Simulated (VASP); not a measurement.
Here is a VASP 6.6.1 calculation.

The input INCAR:

```
ALGO     = Normal         # electronic algorithm
EDIFF    = 1E-6           # SCF threshold, eV
ENCUT    = 520            # plane-wave cutoff, eV
GGA      = PE             # functional
ISIF     = 2              # what is computed and relaxed
ISMEAR   = 0              # smearing method
LASPH    = T              # aspherical terms in the spheres
LCHARG   = T              # write CHGCAR
LELF     = T              # ELF
LREAL    = F              # projectors in reciprocal space
LVHAR    = T            
LWAVE    = F              # write WAVECAR
NBANDS   = 12             # bands
NELM     = 100            # most SCF steps
PREC     = Accurate       # precision mode
SIGMA    = 0.05           # smearing width, eV
```

Contents of KPOINTS:

```
k-points
0
Gamma
  8 8 8
```

Contents of POSCAR:

```
Sc
1.0
    0.0000000000      2.3104480471      2.3104480471
    2.3104480471      0.0000000000      2.3104480471
    2.3104480471      2.3104480471      0.0000000000
Sc
1
Direct
    0.0000000000      0.0000000000      0.0000000000
```

Potentials or basis: VASP PAW PBE potentials, release 64 (Sc_sv).

Launch:

```bash
$ cat potpaw_PBE.64/Sc_sv/POTCAR > POTCAR
$ mpirun -np 1 vasp_std > vasp.out
```

Q: What does it give for the pressure?

A: 0.0 GPa.
